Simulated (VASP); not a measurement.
The system is ZnS (krp).

```xyz
2
Lattice="0.0000 2.6937 2.6937 2.6937 0.0000 2.6937 2.6937 2.6937 0.0000" Properties=species:S:1:pos:R:3 pbc="T T T"
Zn    0.0000    0.0000    0.0000
S     4.0405    4.0405    4.0405
```

```yaml
Program: VASP 6.6.1
Task: relaxation of cell and atoms
Functional: RPBE
Potentials_or_basis: VASP PAW PBE potentials, release 64 (Zn, S)
Cutoff: 500 eV
k_mesh: 10 × 10 × 10
Occupations: gaussian, width 0.02 eV
Spin: no spin polarisation
```

At the start: pressure 5.1 GPa; volume 19.55 Å³/atom.

How do energy, volume and symmetry change on relaxing?

Over 7 steps the energy falls by 20.9 meV/atom and the volume is 20.95 Å³/atom (+7.2 %); space group F-43m (No. 216, to 0.05 Å).

Step by step:
```csv
step,energy change (eV),largest force (eV/Å),pressure (GPa),volume (Å³)
1,0.0000,0.0000,5.06,39.09
2,-0.0389,0.0000,-1.11,42.69
3,-0.0417,0.0000,0.02,41.90
4,-0.0417,0.0000,-0.05,41.95
5,-0.0417,0.0000,-0.02,41.91
6,-0.0417,0.0000,0.02,41.90
7,-0.0417,0.0000,0.00,41.91
```

Final structure:
```yaml
crystal:
  lattice:
    - [0.00000, 2.75690, 2.75690]
    - [2.75690, 0.00000, 2.75690]
    - [2.75690, 2.75690, 0.00000]
  atoms:
    - { symbol: Zn, position: [0.00000, 0.00000, 0.00000] }
    - { symbol: S, position: [0.75000, 0.75000, 0.75000] }
```

Caveat: the PAW data sets were made with another functional, which shifts forces and pressure a little.
